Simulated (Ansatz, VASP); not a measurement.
**Ta4C3: VASP beside Ansatz**

```
Ta C
1.0
     4.40260    0.00000    0.00000
     0.00000    4.40260    0.00000
     0.00000    0.00000    4.40260
Ta C
4 3
Direct
  0.00000 0.50000 0.50000
  0.50000 0.00000 0.50000
  0.50000 0.50000 0.00000
  0.00000 0.00000 0.00000
  0.50000 0.00000 0.00000
  0.00000 0.50000 0.00000
  0.00000 0.00000 0.50000
```

Alike in both runs: functional PBEsol; k mesh 8 × 8 × 8; occupations gaussian, width 0.1 eV; no spin polarisation.

Ansatz relaxed the structure, and its values are those at the end. VASP's run is a single point on that final structure, the one shown.

|  | VASP | Ansatz |
| --- | --- | --- |
| version | VASP 6.6.1 | Ansatz 0.2.0 |
| potentials or method | VASP PAW PBE potentials, release 64 (Ta_pv, C), cutoff 520 eV | scalar-relativistic, plane waves, PAW |
| valence electrons in the cell | 56 | 64 |

|  | VASP | Ansatz | Ansatz less VASP |
| --- | --- | --- | --- |
| gap on the k mesh at the Fermi level (eV) | none | none | - |
| pressure (GPa) | 0.7 | 0.0 | -0.69 |

VASP's potentials were made for PBE, not for PBEsol. A gap of «none» marks a metal or a gap that the smearing closes. VASP's potentials hold 56 valence electrons a cell and Ansatz's 64, so a difference there can come from the potentials and not from the codes.

Neither program's run includes spin-orbit coupling.
